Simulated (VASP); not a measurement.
Input of a VASP 6.6.1 run:

Contents of INCAR:

```
SYSTEM = RuRh2
PREC = Accurate ; ENCUT = 600
EDIFF = 1E-7 ; ISMEAR = 0
SIGMA = 0.1 ; LREAL = .False.
LASPH = .True. ; NELM = 80
ALGO = Normal ; ISIF = 3
LWAVE = .False. ; LCHARG = .False.
GGA = PE ; IBRION = 2
NSW = 90 ; EDIFFG = -0.04
```

File KPOINTS:

```
regular mesh
0
Gamma
  6 6 6
  0 0 0
```

POSCAR

```
RuRh2
1.0
    3.3836374253      0.0000000000      0.0000000000
   -1.6918187127      2.9303159675      0.0000000000
    0.0000000000      0.0000000000      3.6534291137
Ru Rh
1 2
Direct
    0.0000000000      0.0000000000      0.0000000000
    0.3333333333      0.6666666667      0.5000000000
    0.6666666667      0.3333333333      0.5000000000
```

Potentials or basis: VASP PAW PBE potentials, release 64 (Ru_pv, Rh_pv).

Launch:

```bash
$ cat potpaw_PBE.64/Ru_pv/POTCAR potpaw_PBE.64/Rh_pv/POTCAR > POTCAR
$ mpirun -np 1 vasp_std > vasp.out
```

Predict the space group after relaxing (to 0.1 Å).

P6/mmm (No. 191).

Predict the band gap on the k mesh.

zero (bands 22 and 23 overlap by 2.38 eV).

Stress tensor (GPa, compression positive):
```
 0.09  0.00  0.00
 0.00  0.09  0.00
 0.00  0.00 -0.02
```
